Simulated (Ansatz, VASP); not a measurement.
**BP: VASP beside Ansatz**

File INCAR:

```
PREC     = Accurate       # precision mode
ENCUT    = 600            # plane-wave cutoff, eV
EDIFF    = 1E-6           # SCF threshold, eV
ISMEAR   = 0              # smearing method
SIGMA    = 0.02           # smearing width, eV
LREAL    = False          # projectors in reciprocal space
LASPH    = True           # aspherical terms in the spheres
NELM     = 100            # most SCF steps
ALGO     = Normal         # electronic algorithm
ISIF     = 3              # what is computed and relaxed
LWAVE    = False          # write WAVECAR
LCHARG   = False          # write CHGCAR
GGA      = PS             # functional
IBRION   = 2              # ionic algorithm
NSW      = 70             # ionic steps
EDIFFG   = -0.005         # ionic threshold
```

KPOINTS

```
Automatic mesh
0
Gamma
  10 10 10
```

File POSCAR:

```
BP
1.0
    0.0000000000      2.2741519229      2.2741519229
    2.2741519229      0.0000000000      2.2741519229
    2.2741519229      2.2741519229      0.0000000000
B P
1 1
Direct
    0.0000000000      0.0000000000      0.0000000000
    0.2500000000      0.2500000000      0.2500000000
```

Input for Ansatz:

```yaml
crystal:
  lattice:
    - [0.0, 2.2741519229, 2.2741519229]
    - [2.2741519229, 0.0, 2.2741519229]
    - [2.2741519229, 2.2741519229, 0.0]
  atoms:
    - { symbol: B, position: [0.0, 0.0, 0.0] }
    - { symbol: P, position: [0.25, 0.25, 0.25] }
basis:
  ecutwfc: 420
kpoints:
  mp_grid: { grid: [10, 10, 10] }
hamiltonian:
  xc: pbesol
scf:
  occupations: { method: gaussian, width: 0.02 }
output:
  forces: true
  stress: true
  eigenvalues: true
relax:
  adjacent_minimum: "off"
  f_tol: 0.005
  max_steps: 50
  cell: { stress_tol: 0.05 }
```

Alike in both runs: task relaxation of cell and atoms; functional PBEsol; k mesh 10 × 10 × 10; occupations gaussian, width 0.02 eV; no spin polarisation.

|  | VASP | Ansatz |
| --- | --- | --- |
| version | VASP 6.6.1 | Ansatz 0.2.0 |
| potentials or method | VASP PAW PBE potentials, release 64 (B, P), cutoff 600 eV | scalar-relativistic, plane waves, PAW |
| valence electrons in the cell | 8 | 8 |

```tsv
	VASP	Ansatz	Ansatz less VASP
gap on the k mesh at the Fermi level, each at its own relaxed structure (eV)	1.12	1.12	+0.003
relaxed volume (Å³/atom)	11.55	11.54	-0.008
relaxed cell length with the largest relative difference (Å)	3.197	3.196	-0.0008
```

VASP's potentials were made for PBE, not for PBEsol.
